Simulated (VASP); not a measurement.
# Co (P6/mmm) in VASP: a series of runs, part 2 of 2

VASP 6.6.1. The steps go on from the part before.

### 5 Single point, PBEsol, collinear spin, ferromagnetic start (11.84 Å³/atom)

This run uses another cell than the first one, of 11.84 Å³/atom.

INCAR

```
SYSTEM = Co
PREC = Accurate ; ENCUT = 520
EDIFF = 1E-7 ; ISMEAR = -1
SIGMA = 0.05 ; LREAL = .False.
LASPH = .True. ; NELM = 150
ALGO = Normal ; ISIF = 2
LWAVE = .False. ; LCHARG = .False.
ISPIN = 2 ; MAGMOM = 1.657 1.698 1.698
LORBIT = 11 ; LMAXMIX = 4
GGA = PS ; NBANDS = 24
```

KPOINTS

```
Automatic mesh
0
Gamma
  11 11 15
  0 0 0
```

POSCAR

```
Co
1.0
    4.0525623063      0.0000000000      0.0000000000
   -2.0262811532      3.5096219077      0.0000000000
    0.0000000000      0.0000000000      2.4966434809
Co
3
Direct
    0.0000000000      1.0000000000      0.0000000000
    0.3333333333      0.6666666667      0.5000000000
    0.6666666667      0.3333333333      0.5000000000
```

Potentials or basis: VASP PAW PBE potentials, release 64 (Co).

Command:

```bash
> cat potpaw_PBE.64/Co/POTCAR > POTCAR
> mpirun -np 1 vasp_std > vasp.out
```

OUTCAR:

```text
SYSTEM = Co
   PREC = Accurate
   ENCUT = 520
   EDIFF = 1E-7
   ISMEAR = -1
   LREAL = .False.
   LASPH = .True.
   NELM = 150
   ISIF = 2
   ISPIN = 2
   LORBIT = 11
   GGA = PS

 ion  position               nearest neighbor table
   1  0.000  0.000  0.000-   2 2.65   3 2.65   2 2.65   3 2.65   3 2.65   3 2.65   2 2.65   2 2.65
                             3 2.65   3 2.65   2 2.65   2 2.65
   2  0.333  0.667  0.500-   3 2.34   3 2.34   3 2.34   1 2.65   1 2.65   1 2.65   1 2.65   1 2.65
                             1 2.65
   3  0.667  0.333  0.500-   2 2.34   2 2.34   2 2.34   1 2.65   1 2.65   1 2.65   1 2.65   1 2.65
                             1 2.65

  LATTYP: Found a hexagonal cell.
 ALAT       =     4.0525623063
 C/A-ratio  =     0.6160654155

[... 1521 lines left out ...]
      direct lattice vectors                 reciprocal lattice vectors
     4.052562306  0.000000000  0.000000000     0.246757465  0.142465489  0.000000000
    -2.026281153  3.509621908  0.000000000     0.000000000  0.284930977  0.000000000
     0.000000000  0.000000000  2.496643481     0.000000000  0.000000000  0.400537765

 POSITION                                       TOTAL-FORCE (eV/Angst)
 -----------------------------------------------------------------------------------
      0.00000      0.00000      0.00000         0.000000      0.000000      0.000000
     -0.00000      2.33975      1.24832         0.000000     -0.000000      0.000000
      2.02628      1.16987      1.24832        -0.000000      0.000000      0.000000
 -----------------------------------------------------------------------------------
    total drift:                               -0.000000      0.000000      0.000000

  FREE ENERGIE OF THE ION-ELECTRON SYSTEM (eV)
  ---------------------------------------------------
  free  energy   TOTEN  =       -22.6545345833 eV

  energy  without entropy=      -22.6356081094  energy(sigma->0) =      -22.64507135

 total charge

# of ion       s       p       d       tot
------------------------------------------
    1        0.436   0.439   7.198   8.073
    2        0.471   0.466   7.225   8.163
    3        0.471   0.466   7.225   8.163
--------------------------------------------------
tot          1.379   1.371  21.648  24.398

 magnetization (x)

# of ion       s       p       d       tot
------------------------------------------
    1       -0.008  -0.047   1.744   1.688
    2       -0.010  -0.044   1.784   1.730
    3       -0.010  -0.044   1.784   1.730
--------------------------------------------------
tot         -0.028  -0.135   5.311   5.147
```

stdout:

```text
POSCAR found type information on POSCAR Co
 POSCAR found :  1 types and       3 ions
 scaLAPACK will be used
 -----------------------------------------------------------------------------
|                                                                             |
|                                                                             |
|     You enforced a specific xc type in the INCAR file but a different       |
|     I HOPE YOU KNOW WHAT YOU ARE DOING!                                     |
|                                                                             |
 -----------------------------------------------------------------------------

 LDA part: xc-table for (Slater+PW92), standard interpolation
 POSCAR, INCAR and KPOINTS ok, starting setup
 FFT: planning ... GRIDC
 FFT: planning ... GRID_SOFT
 FFT: planning ... GRID
 WAVECAR not read
 entering main loop
```

It took 3 min on 1 thread of Oxide Virtual Turin-like, shared host; peak memory 0.23 GiB.

Results:

- Free energy: -22.6545 eV
- Pressure: -21.0 GPa
- Net moment: 5.07 μB per cell
- Site moments: Co +1.69, +1.73 (each value once) μB
- Valence electrons inside the program's atomic spheres: Co 8.07, 8.16 (each value once)

Levels at points of the mesh, in eV from the Fermi level:
Spin up:
```tsv
k point	band 12	band 13	band 14	band 15	band 16	band 17	band 18	band 19	band 20	band 21
(0.00, 0.00, 0.00)	-2.06	-1.89	-1.89	-0.85	-0.85	5.90	5.90	5.91	5.91	8.14
```
Spin down:
| k point | band 7 | band 8 | band 9 | band 10 | band 11 | band 12 | band 13 | band 14 | band 15 | band 16 |
| --- | --- | --- | --- | --- | --- | --- | --- | --- | --- | --- |
| (0.00, 0.00, 0.00) | -1.70 | -1.10 | -0.59 | -0.59 | -0.08 | -0.08 | -0.06 | -0.06 | 1.20 | 1.20 |

Caveat: the cell stands under tension; the PAW data sets were made with another functional, which shifts forces and pressure a little.

### 6 Single point, PBEsol, collinear spin, ferromagnetic start

This run uses another cell than the first one, of 10.57 Å³/atom.

INCAR

```
PREC = Accurate ; ENCUT = 520
EDIFF = 1E-6 ; ISMEAR = -1
SIGMA = 0.05 ; LREAL = F
LASPH = T ; NELM = 150
ALGO = Normal ; ISIF = 2
LWAVE = F ; LCHARG = F
ISPIN = 2 ; MAGMOM = 1.659 1.704 1.704
LORBIT = 11 ; LMAXMIX = 4
GGA = PS ; NBANDS = 24
```

KPOINTS

```
Automatic mesh
0
Gamma
  12 12 17
```

POSCAR

```
Co
1.0
    3.9023273083      0.0000000000      0.0000000000
   -1.9511636542      3.3795145828      0.0000000000
    0.0000000000      0.0000000000      2.4040888944
Co
3
Direct
    0.0000000000      1.0000000000      0.0000000000
    0.3333333333      0.6666666667      0.5000000000
    0.6666666667      0.3333333333      0.5000000000
```

Potentials or basis: VASP PAW PBE potentials, release 64 (Co).

Command:

```bash
> cat potpaw_PBE.64/Co/POTCAR > POTCAR
> mpirun -np 1 vasp_std > vasp.out
```

Wall time 3.9 min (1 thread of Oxide Virtual Turin-like, shared host); peak memory 0.26 GiB.

It converged, with:

```yaml
Free_energy: -22.9415 eV
Pressure: -1.0 GPa
Net_moment: 4.87 μB per cell
Site_moments: Co +1.60, +1.65 (each value once) μB
Valence_electrons_inside_the_program's_atomic_spheres: Co 8.28, 8.38 (each value once)
```

Stress tensor (GPa, compression positive):
```
-1.08  0.00  0.00
 0.00 -1.08  0.00
 0.00  0.00 -0.82
```

Levels at points of the mesh, in eV from the Fermi level:
Spin up:
```csv
k point,band 12,band 13,band 14,band 15,band 16,band 17,band 18,band 19,band 20,band 21
"(0.00, 0.00, 0.00)",-2.11,-1.92,-1.92,-0.66,-0.66,6.54,6.54,6.55,6.55,9.27
"(0.50, 0.00, 0.00)",-1.10,-1.09,-1.03,-0.93,-0.66,-0.51,0.13,7.02,16.14,16.25
```
Spin down:
```tsv
k point	band 7	band 8	band 9	band 10	band 11	band 12	band 13	band 14	band 15	band 16
(0.00, 0.00, 0.00)	-2.00	-1.35	-0.79	-0.79	-0.20	-0.20	-0.17	-0.17	1.32	1.32
(0.50, 0.00, 0.00)	-1.61	-1.39	-0.89	-0.08	-0.06	0.18	0.58	0.91	0.92	0.96
```

Caveat: the PAW data sets were made with another functional, which shifts forces and pressure a little.

### 7 The runs side by side

| task | spin | cell | k mesh | cutoff (eV) | smearing | gap on the mesh (eV) | pressure (GPa) | moment (μB) |
| --- | --- | --- | --- | --- | --- | --- | --- | --- |
| single point | off | a = 4.003, b = 4.003, c = 2.452 Å, angles 90.0, 90.0, 120.0°, 3 atoms | 11 × 11 × 15 | 520 | fermi-dirac 0.1 eV | none | -23.6 | - |
| single point | off | a = 3.855, b = 3.855, c = 2.361 Å, angles 90.0, 90.0, 120.0°, 3 atoms | 12 × 12 × 17 | 520 | fermi-dirac 0.1 eV | none | -1.0 | - |
| relaxation of cell and atoms | off | relaxed from a = 3.970, b = 3.970, c = 2.434 Å, angles 90.0, 90.0, 120.0°, 3 atoms | 9 × 9 × 13 | 600 | fermi-dirac 0.1 eV | none | -0.1 | - |
| single point | collinear, ferromagnetic start | a = 4.053, b = 4.053, c = 2.497 Å, angles 90.0, 90.0, 120.0°, 3 atoms | 11 × 11 × 15 | 520 | fermi-dirac 0.05 eV | none | -21.0 | 5.07 |
| single point | collinear, ferromagnetic start | a = 3.902, b = 3.902, c = 2.404 Å, angles 90.0, 90.0, 120.0°, 3 atoms | 12 × 12 × 17 | 520 | fermi-dirac 0.05 eV | none | -1.0 | 4.87 |

Alike in all rows: level PBEsol; potentials or basis VASP PAW PBE potentials, release 64 (Co).

Caveats: the PAW data sets were made with another functional, which shifts forces and pressure a little; the cell stands under tension (at least some runs); the highest band is partly filled, so the run has too few bands (at least some runs).

Absolute energies hang on the potentials; compare differences alone.
